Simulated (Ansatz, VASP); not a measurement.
## One calculation of Li2S, two programs

File POSCAR:

```
Li2S
1.0
    0.0000000000      2.8734674883      2.8734674883
    2.8734674883      0.0000000000      2.8734674883
    2.8734674883      2.8734674883      0.0000000000
Li S
2 1
Direct
    0.2500000000      0.2500000000      0.2500000000
    0.7500000000      0.7500000000      0.7500000000
    0.0000000000      0.0000000000      0.0000000000
```

INCAR.step1

```
PREC = Accurate
ENCUT = 830
ISMEAR = 0
SIGMA = 0.01
LREAL = False
LASPH = True
NELM = 120
NBANDS = 13
GGA = PE
ALGO = Normal
EDIFF = 1E-5
LWAVE = True
LCHARG = False
GGA_COMPAT = False
```

Contents of INCAR.step2:

```
PREC = Accurate
ENCUT = 830
EDIFF = 1E-6
ISMEAR = 0
SIGMA = 0.01
LREAL = False
LASPH = True
NELM = 120
ALGO = Normal
ISIF = 2
LWAVE = False
LCHARG = False
METAGGA = R2SCAN
LMIXTAU = True
NBANDS = 13
ISTART = 1
GGA_COMPAT = False
```

Contents of KPOINTS:

```
Automatic mesh
0
Gamma
  6 6 6
```

Input for Ansatz:

```yaml
crystal:
  lattice:
    - [0.0, 2.8734674883, 2.8734674883]
    - [2.8734674883, 0.0, 2.8734674883]
    - [2.8734674883, 2.8734674883, 0.0]
  atoms:
    - { symbol: Li, position: [0.25, 0.25, 0.25] }
    - { symbol: Li, position: [0.75, 0.75, 0.75] }
    - { symbol: S, position: [0.0, 0.0, 0.0] }
kpoints:
  mp_grid: { grid: [6, 6, 6] }
hamiltonian:
  xc: r2scan
scf:
  occupations: { method: fixed }
  n_extra_bands: 4
output:
  forces: true
  stress: true
  eigenvalues: true
```

Alike in both runs: task single point; functional r2SCAN; k mesh 6 × 6 × 6; no spin polarisation.

|  | VASP | Ansatz |
| --- | --- | --- |
| version | VASP 6.6.1 | Ansatz 0.2.0 |
| potentials or method | VASP PAW PBE potentials, release 64 (Li_sv, S) | plane waves, PAW |
| plane-wave cutoff (eV) | 830 | 500 |
| occupations | gaussian, width 0.01 eV | fixed |
| valence electrons in the cell | 12 | 12 |

```tsv
	VASP	Ansatz	Ansatz less VASP
gap on the k mesh at the Fermi level (eV)	3.87	3.89	+0.018
pressure (GPa)	-1.4	-1.2	+0.22
```

VASP's potentials were made for PBE, not for r2SCAN.
